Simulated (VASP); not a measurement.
Write the native input for VASP 6.6.1 that does the following.

```
Task                   : single point
Functional             : PBE
Potentials or basis    : VASP PAW PBE potentials, release 64 (Pt, Se)
Cutoff                 : 520 eV
k mesh                 : 12 × 12 × 4
Occupations            : gaussian, width 0.02 eV
Spin                   : no spin polarisation
Dipole correction      : no
Further INCAR settings : ALGO = Normal; EDIFF = 1e-06; NBANDS = 18
```

The structure of PtSe2 lies in POSCAR:

```
PtSe2
1.0
    3.7747903892      0.0000000000      0.0000000000
   -1.8873951946      3.2690643710      0.0000000000
    0.0000000000      0.0000000000      4.9127919108
Pt Se
1 2
Direct
    0.0000000000      0.0000000000      0.0000000000
    0.6666666667      0.3333333333      0.7390341766
    0.3333333333      0.6666666667      0.2609658234
```

The input as run:

INCAR

```
ALGO = Normal
EDIFF = 1E-6
ENCUT = 520
GGA = PE
ISIF = 2
ISMEAR = 0
LASPH = True
LCHARG = False
LREAL = False
LWAVE = False
NBANDS = 18
NELM = 80
PREC = Accurate
SIGMA = 0.02
```

KPOINTS

```
k-points
0
Gamma
  12 12 4
```

Potentials or basis: VASP PAW PBE potentials, release 64 (Pt, Se).

Command:

```sh
$ cat potpaw_PBE.64/Pt/POTCAR potpaw_PBE.64/Se/POTCAR > POTCAR
$ mpirun -np 1 vasp_std > vasp.out
```

Results of the run:

| Quantity | Value |
| --- | --- |
| Pressure | 3.0 GPa |
| Largest force | 0.003 eV/Å |
| Band gap on the k mesh | zero (band 11 reaches 7.15 eV, above the bottom of band 12 at 6.44 eV) |

Caveat: spin-orbit coupling is left out, which moves the levels of the heavy elements.

Run time: 44 s on 1 thread of Intel(R) Xeon(R) Platinum 8375C CPU @ 2.90GHz (Ice Lake), with other jobs on the host, peak memory 0.23 GiB.
